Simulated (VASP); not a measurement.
O:

```
O
1.0
     2.88893   -1.68429    0.00000
     2.88893    1.68429    0.00000
    -2.42600    0.00000    3.69504
O
2
Direct
  0.97455 0.97455 0.84443
  0.02545 0.02545 0.15557
```

This cell differs from its parent crystal: volume scaled by 1.04.

Base run:

```yaml
Program: VASP 6.6.1
Functional: LDA
Potentials_or_basis: VASP PAW LDA potentials, release 64 (O)
Cutoff: 520 eV
k_mesh: 10 × 10 × 7
Occupations: fermi-dirac, width 0.05 eV
Spin: no spin polarisation
```

Its results: band gap on the k mesh zero (band 6 reaches -2.29 eV, above the bottom of band 7 at -2.54 eV); pressure -5.9 GPa; largest force 1.179 eV/Å.

Q: The run is repeated on the same cell with these changes: functional from LDA to r2SCAN; potentials or basis from VASP PAW LDA potentials, release 64 (O) to VASP PAW PBE potentials, release 64 (O). What comes out?

A: Band gap on the k mesh zero (band 6 reaches -2.32 eV, above the bottom of band 7 at -2.58 eV); pressure -4.6 GPa; largest force 0.931 eV/Å.

Caveats: the standard files for N, O and F lose accuracy on very short bonds; spin is off for a triplet molecule; forces of over 1 eV/Å act on the atoms, so gaps and moduli don't describe the material at rest (some runs); the PAW data sets were made with another functional, which shifts forces and pressure a little (some runs).
